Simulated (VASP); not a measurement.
# Ca (Fm-3m) in VASP: a series of runs, part 2 of 2

VASP 6.6.1. The steps go on from the part before.

## 3. Single point, PBE

This run uses another cell than the first one, of 41.00 Å³/atom, 1.895 times its volume.

INCAR

```
PREC     = Accurate       # precision mode
ENCUT    = 520            # plane-wave cutoff, eV
EDIFF    = 1E-6           # SCF threshold, eV
ISMEAR   = 0              # smearing method
SIGMA    = 0.1            # smearing width, eV
LREAL    = F              # projectors in reciprocal space
LASPH    = T              # aspherical terms in the spheres
NELM     = 60             # most SCF steps
ALGO     = Normal         # electronic algorithm
ISIF     = 2              # what is computed and relaxed
LWAVE    = F              # write WAVECAR
LCHARG   = F              # write CHGCAR
GGA      = PE             # functional
NBANDS   = 11             # bands
```

KPOINTS

```
Automatic mesh
0
Gamma
  8 8 8
```

POSCAR

```
Ca
1.0
    0.0000000000      2.7367697092      2.7367697092
    2.7367697092      0.0000000000      2.7367697092
    2.7367697092      2.7367697092      0.0000000000
Ca
1
Direct
    0.0000000000      0.0000000000      0.0000000000
```

Potentials or basis: VASP PAW PBE potentials, release 64 (Ca_sv).

The run is started by

```
$ cat potpaw_PBE.64/Ca_sv/POTCAR > POTCAR
$ mpirun -np 1 vasp_std > vasp.out
```

It took 7.4 s on 1 thread of AMD EPYC 9R45 (Zen 5), shared host; peak memory 0.14 GiB.

It converged, with:

```
Free energy            : -1.9307 eV
Pressure               : 0.5 GPa
Band gap on the k mesh : zero (band 5 reaches 2.26 eV, above the bottom of band 6 at 1.94 eV)
```

Levels at points of the mesh, in eV from the Fermi level:
| k point | band 2 | band 3 | band 4 | band 5 | band 6 | band 7 | band 8 | band 9 |
| --- | --- | --- | --- | --- | --- | --- | --- | --- |
| (0.00, 0.00, 0.00) | -22.81 | -22.81 | -22.81 | -4.03 | 2.42 | 2.42 | 2.42 | 3.53 |
| (0.50, 0.00, 0.00) | -22.97 | -22.83 | -22.83 | -0.95 | -0.09 | 2.30 | 2.30 | 4.24 |
| (0.50, 0.50, 0.00) | -22.96 | -22.87 | -22.87 | -0.44 | 0.61 | 1.07 | 4.24 | 4.43 |

## 4. Relaxation of cell and atoms, PBE

INCAR

```
PREC = Accurate ; ENCUT = 600
EDIFF = 1E-6 ; ISMEAR = 0
SIGMA = 0.1 ; LREAL = False
LASPH = True ; NELM = 60
ALGO = Fast ; ISIF = 3
LWAVE = False ; LCHARG = False
GGA = PE ; IBRION = 2
NSW = 80 ; EDIFFG = -0.05
```

KPOINTS is that of step 3.

POSCAR

```
Ca
1.0
    0.0000000000      2.2115163823      2.2115163823
    2.2115163823      0.0000000000      2.2115163823
    2.2115163823      2.2115163823      0.0000000000
Ca
1
Direct
    0.0000000000      0.0000000000      0.0000000000
```

Potentials or basis: VASP PAW PBE potentials, release 64 (Ca_sv).

The run is started by

```
$ cat potpaw_PBE.64/Ca_sv/POTCAR > POTCAR
$ mpirun -np 1 vasp_std > vasp.out
```

OUTCAR:

```text
PREC = Accurate
   ENCUT = 600
   EDIFF = 1E-6
   ISMEAR = 0
   LREAL = False
   LASPH = True
   NELM = 60
   ISIF = 3
   GGA = PE
   IBRION = 2
   NSW = 80
   EDIFFG = -0.05

 ion  position               nearest neighbor table
   1  0.000  0.000  0.000-

  LATTYP: Found a face centered cubic cell.
 ALAT       =     4.4230327646

  Lattice vectors:

 A1 = (   0.0000000000,   2.2115163823,   2.2115163823)
 A2 = (   2.2115163823,   0.0000000000,   2.2115163823)
 A3 = (   2.2115163823,   2.2115163823,   0.0000000000)

Analysis of symmetry for initial positions (statically):
=====================================================================
 Subroutine PRICEL returns:
 Original cell was already a primitive cell.

 Routine SETGRP: Setting up the symmetry group for a
 face centered cubic supercell.

 Subroutine GETGRP returns: Found 48 space group operations
[... 175 lines left out ...]
 k-point     1 :       0.0000    0.0000    0.0000
  band No.  band energies     occupation
      1     -35.4514      2.00000
      2     -15.8839      2.00000
      3     -15.8839      2.00000
      4     -15.8839      2.00000
      5       0.6282      2.00000
      6       8.4799      0.00000
      7       8.4799      0.00000
      8       8.4799      0.00000
      9      10.7088      0.00000
[... 345 lines left out ...]
--------------------------------------- Ionic step        3  -------------------------------------------

 number of electron      10.0000000 magnetization

 Free energy of the ion-electron system (eV)
  ---------------------------------------------------
  ext. energy  EPLUGINS =         0.00000000
  ---------------------------------------------------
  free energy    TOTEN  =        -1.92800687 eV

  energy without entropy =       -1.92003408  energy(sigma->0) =       -1.92402048

 E-fermi :   1.8972     XC(G=0):  -7.7211

 val. band max:        1.8637960408   @ k =  -0.3750   0.2500   0.1250
 cond. band min:       1.9722600038   @ k =   0.5000   0.1250   0.0000
 fundamental gap:      0.1084639630
 Fermi energy:         1.8971988376

 k-point     1 :       0.0000    0.0000    0.0000
  band No.  band energies     occupation
      1     -40.0778      2.00000
      2     -20.9957      2.00000
      3     -20.9957      2.00000
      4     -20.9957      2.00000
      5      -2.0746      2.00000
      6       4.2783      0.00000
      7       4.2783      0.00000
      8       4.2783      0.00000
      9       5.3438      0.00000
[... 304 lines left out ...]
  FREE ENERGIE OF THE ION-ELECTRON SYSTEM (eV)
  ---------------------------------------------------
  free  energy   TOTEN  =        -1.9280068738 eV

  energy  without entropy=       -1.9200340819  energy(sigma->0) =       -1.92402048

 reached required accuracy - stopping structural energy minimisation
```

CONTCAR:

```text
Ca
   1.00000000000000
     0.0000000000000000    2.7673925075136743    2.7673925075136743
     2.7673925075136743   -0.0000000000000000    2.7673925075136743
     2.7673925075136743    2.7673925075136743   -0.0000000000000000
  Ca
     1
Direct
     0.0000000000000000    0.0000000000000000    0.0000000000000000

  0.00000000E+00  0.00000000E+00  0.00000000E+00
```

Wall time 38 s (1 thread of AMD EPYC 9R45 (Zen 5), shared host); peak memory 0.12 GiB.

What came out:

```
Free energy                            : -1.9280 eV
Relaxed volume                         : 42.39 Å³/atom
Relaxed cell                           : a = 3.914 Å, b = 3.914 Å, c = 3.914 Å, α = 60.00°, β = 60.00°, γ = 60.00°
Space group after relaxing (to 0.05 Å) : Fm-3m (No. 225)
Energy gained by relaxing              : 1302.6 meV/atom
Ionic steps                            : 3
Pressure after relaxing                : -0.1 GPa
Band gap on the k mesh                 : zero (band 5 reaches 2.14 eV, above the bottom of band 6 at 1.78 eV)
```

Step by step:
```tsv
step	energy change (eV)	largest force (eV/Å)	pressure (GPa)	volume (Å³)
1	0.0000	0.0000	31.72	21.63
2	-0.5768	0.0000	3.21	38.00
3	-1.3026	0.0000	-0.10	42.39
```

Final structure:
```
CELL_PARAMETERS angstrom
0.00000 2.76739 2.76739
2.76739 0.00000 2.76739
2.76739 2.76739 0.00000
ATOMIC_POSITIONS crystal
Ca 0.00000 0.00000 0.00000
```

Levels at points of the mesh, in eV from the Fermi level:
| k point | band 2 | band 3 | band 4 | band 5 | band 6 | band 7 | band 8 | band 9 |
| --- | --- | --- | --- | --- | --- | --- | --- | --- |
| (0.00, 0.00, 0.00) | -22.89 | -22.89 | -22.89 | -3.97 | 2.38 | 2.38 | 2.38 | 3.45 |
| (0.50, 0.00, 0.00) | -23.03 | -22.91 | -22.91 | -0.94 | -0.12 | 2.27 | 2.27 | 4.13 |
| (0.50, 0.50, 0.00) | -23.02 | -22.94 | -22.94 | -0.40 | 0.63 | 1.00 | 4.12 | 4.31 |

Caveat: the volume moved by over 15 % at a fixed basis, so the end points are rough.

## 5. Summary

| task | cell | cutoff (eV) | gap on the mesh (eV) | pressure (GPa) |
| --- | --- | --- | --- | --- |
| single point | a = 3.128 Å, angles 60.0°, 1 atom | 520 | none | 31.7 |
| single point | a = 3.870 Å, angles 60.0°, 1 atom | 520 | none | 0.5 |
| relaxation of cell and atoms | relaxed from a = 3.128 Å, angles 60.0°, 1 atom | 600 | none | -0.1 |

Alike in all rows: level PBE; potentials or basis VASP PAW PBE potentials, release 64 (Ca_sv); no spin polarisation; k mesh 8 × 8 × 8; smearing gaussian 0.1 eV.

Caveats: the volume moved by over 15 % at a fixed basis, so the end points are rough (some runs).

Absolute energies hang on the potentials; compare differences alone.
